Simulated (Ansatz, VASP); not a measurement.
# One calculation of WSe2, two programs

```xyz
48
Lattice="-6.6359 11.4937 0.0000 6.6359 11.4937 0.0000 1.6590 2.8734 -16.6581" Properties=species:S:1:pos:R:3 pbc="T T T"
W    -3.3179    5.7468    0.0000
W    -1.6590    8.6203    0.0000
W    -4.9769    8.6203    0.0000
W     0.0000    0.0000    0.0000
W     1.6590    2.8734    0.0000
W     3.3179    5.7468    0.0000
W     4.9769    8.6203    0.0000
W    -1.6590    2.8734    0.0000
W     0.0000    5.7468    0.0000
W     1.6590    8.6203    0.0000
W     0.0000   11.4937    0.0000
W     1.6590   14.3671    0.0000
W    -3.3179   11.4937    0.0000
W    -1.6590   14.3671    0.0000
W     0.0000   17.2405    0.0000
W     3.3179   11.4937    0.0000
Se   -3.3179   13.4093  -14.9959
Se    0.0000    7.6624  -14.9959
Se    1.6590   10.5359  -14.9959
Se    3.3179   13.4093  -14.9959
Se   -1.6590   10.5359  -14.9959
Se    0.0000   13.4093  -14.9959
Se   -1.6590   16.2827  -14.9959
Se    0.0000   19.1561  -14.9959
Se    1.6590   22.0295  -14.9959
Se    1.6590    4.7890  -14.9959
Se    3.3179    7.6624  -14.9959
Se    4.9769   10.5359  -14.9959
Se    6.6359   13.4093  -14.9959
Se    4.9769   16.2827  -14.9959
Se    1.6590   16.2827  -14.9959
Se    3.3179   19.1561  -14.9959
Se   -4.9769   10.5359   -1.6622
Se   -1.6590    4.7890   -1.6622
Se    0.0000    7.6624   -1.6622
Se    1.6590   10.5359   -1.6622
Se   -3.3179    7.6624   -1.6622
Se   -1.6590   10.5359   -1.6622
Se   -3.3179   13.4093   -1.6622
Se   -1.6590   16.2827   -1.6622
Se    0.0000   19.1561   -1.6622
Se    0.0000    1.9156   -1.6622
Se    1.6590    4.7890   -1.6622
Se    3.3179    7.6624   -1.6622
Se    4.9769   10.5359   -1.6622
Se    3.3179   13.4093   -1.6622
Se    0.0000   13.4093   -1.6622
Se    1.6590   16.2827   -1.6622
```

Alike in both runs: task single point; functional PBE; k mesh 1 × 1 × 1; occupations gaussian, width 0.05 eV; no spin polarisation.

```csv
,VASP,Ansatz
version,VASP 6.6.1,Ansatz 0.2.0
potentials or method,"VASP PAW PBE potentials, release 64 (W_sv, Se), cutoff 520 eV","scalar-relativistic, plane waves, PAW"
valence electrons in the cell,416,736
```

```tsv
	VASP	Ansatz	Ansatz less VASP
gap on the k mesh at the Fermi level (eV)	2.26	2.26	+0.002
rms of the force components (eV/Å)	0.139	0.116	-0.0226
```

Atom by atom the forces differ by 0.023 eV/Å (rms over components). VASP's potentials hold 416 valence electrons a cell and Ansatz's 736, so a difference there can come from the potentials and not from the codes.

Neither program's run includes spin-orbit coupling.
